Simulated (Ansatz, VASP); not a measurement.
Al: VASP beside Ansatz

Contents of INCAR:

```
SYSTEM = Al
ALGO = Fast ; EDIFF = 1E-7
ENCUT = 520 ; GGA = PE
ISIF = 2 ; ISMEAR = 0
IVDW = 12 ; LASPH = .True.
LCHARG = .False. ; LREAL = .False.
LWAVE = .False. ; NBANDS = 14
NELM = 100 ; PREC = Accurate
SIGMA = 0.15
```

KPOINTS

```
k-points
0
Gamma
  18 18 4
  0 0 0
```

The input POSCAR:

```
Al
1.0
    2.8144222649      0.0000000000      0.0000000000
   -1.4072111325      2.4373611784      0.0000000000
    0.0000000000      0.0000000000      9.2410470711
Al
4
Direct
   -0.0539364693      0.0000000000      0.0000000000
    0.3333333333      0.6666666667      0.2500000000
    0.0539364693      0.0000000000      0.5000000000
    0.6666666667      0.3333333333      0.7500000000
```

Input for Ansatz:

```yaml
crystal:
  lattice:
    - [2.8144222649, 0.0, 0.0]
    - [-1.4072111325, 2.4373611784, 0.0]
    - [0.0, 0.0, 9.2410470711]
  atoms:
    - { symbol: Al, position: [-0.0539364693, 0.0, 0.0] }
    - { symbol: Al, position: [0.3333333333, 0.6666666667, 0.25] }
    - { symbol: Al, position: [0.0539364693, 0.0, 0.5] }
    - { symbol: Al, position: [0.6666666667, 0.3333333333, 0.75] }
basis:
  ecutwfc: 420
kpoints:
  mp_grid: { grid: [18, 18, 4] }
hamiltonian:
  xc: pbe
  pseudopotentials: { kind: paw, azcp: { folder: soft_1 } }
  dispersion: d3bj
scf:
  occupations: { method: gaussian, width: 0.15 }
output:
  forces: true
  stress: true
  eigenvalues: true
```

Change from the starting cell: mode 4 frozen in at -0.152 Å and mode 5 at +0.000 Å (largest displacements).

Alike in both runs: task single point; functional PBE; dispersion D3(BJ); k mesh 18 × 18 × 4; occupations gaussian, width 0.15 eV; no spin polarisation.

|  | VASP | Ansatz |
| --- | --- | --- |
| version | VASP 6.6.1 | Ansatz 0.2.0 |
| potentials or method | VASP PAW PBE potentials, release 64 (Al), cutoff 520 eV | scalar-relativistic, plane waves, PAW |
| valence electrons in the cell | 12 | 12 |

```tsv
	VASP	Ansatz	Ansatz less VASP
gap on the k mesh at the Fermi level (eV)	none	none	-
pressure (GPa)	0.2	0.2	+0.01
traceless stress, the component that is largest in VASP (GPa)	0.53	0.52	-0.004
rms of the force components (eV/Å)	0.053	0.053	+0.0003
```

Atom by atom the forces differ by 0.000 eV/Å (rms over components). A gap of «none» marks a metal or a gap that the smearing closes.
